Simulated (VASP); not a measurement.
TaH3Br2: single point with PBE

TaH3Br2:

```
CELL_PARAMETERS angstrom
2.35134 1.35755 3.74228
-2.35134 1.35755 3.74228
0.00000 -2.71510 3.74228
ATOMIC_POSITIONS crystal
Ta 0.00000 0.00000 0.00000
H 0.00000 0.50000 0.00000
H 0.50000 0.00000 0.00000
H 0.00000 0.00000 0.50000
Br 0.62686 0.62686 0.62686
Br 0.37314 0.37314 0.37314
```

The cell was generated, and may not be a known phase.

```json
{"Program": "VASP 6.6.1", "Task": "single point", "Functional": "PBE", "Potentials or basis": "VASP PAW PBE potentials, release 64 (Ta_pv, H, Br)", "Cutoff": "520 eV", "k mesh": "6 × 6 × 6", "Occupations": "gaussian, width 0.1 eV", "Spin": "collinear spin", "Starting moments": "[1.0, 0.0, 0.0, 0.0, 0.0, 0.0] μB"}
```

```
Pressure                                              : 0.0 GPa
Largest force                                         : 0.025 eV/Å
Band gap on the k mesh                                : zero (filled and empty bands overlap)
Net moment                                            : 0.00 μB per cell
Valence electrons inside the program's atomic spheres : Ta 8.48; H 0.47; Br 4.90
```

Forces on the atoms (eV/Å):
```
Ta   0.000  0.000  0.000
H    0.000  0.000  0.000
H    0.000  0.000  0.000
H    0.000  0.000  0.000
Br   0.000  0.000 -0.025
Br   0.000  0.000  0.025
```

Stress tensor (GPa, compression positive):
```
 0.09  0.00  0.00
 0.00  0.09  0.00
 0.00  0.00 -0.28
```

Levels at points of the mesh, in eV from the Fermi level:
Spin up:
| k point | band 10 | band 11 | band 12 | band 13 | band 14 | band 15 | band 16 | band 17 | band 18 | band 19 |
| --- | --- | --- | --- | --- | --- | --- | --- | --- | --- | --- |
| (0.00, 0.00, 0.00) | -3.66 | -3.66 | -3.13 | -2.79 | -2.79 | 2.00 | 3.10 | 3.10 | 5.03 | 5.03 |
| (0.50, 0.00, 0.00) | -3.93 | -2.93 | -2.63 | -2.08 | -1.91 | 0.56 | 1.39 | 2.88 | 3.38 | 5.00 |
| (0.50, 0.50, 0.00) | -3.61 | -1.67 | -1.65 | -0.80 | 0.01 | 0.33 | 0.47 | 0.57 | 3.10 | 3.62 |
| (0.50, 0.50, 0.50) | -3.37 | -1.88 | -0.89 | -0.13 | -0.13 | -0.07 | -0.07 | 0.65 | 2.39 | 3.02 |
Spin down:
```
           k point  band 12  band 13  band 14  band 15  band 16  band 17
(0.00, 0.00, 0.00)    -3.13    -2.79    -2.79     2.00     3.10     3.10
(0.50, 0.00, 0.00)    -2.63    -2.08    -1.91     0.56     1.39     2.88
(0.50, 0.50, 0.00)    -1.65    -0.80     0.01     0.33     0.47     0.57
(0.50, 0.50, 0.50)    -0.89    -0.13    -0.13    -0.07    -0.07     0.65
```

Wall time 54 s on 1 thread of Intel(R) Xeon(R) 6975P-C (Granite Rapids), on a shared host, peak memory 0.29 GiB.

Caveat: spin-orbit coupling is left out, which moves the levels of the heavy elements.
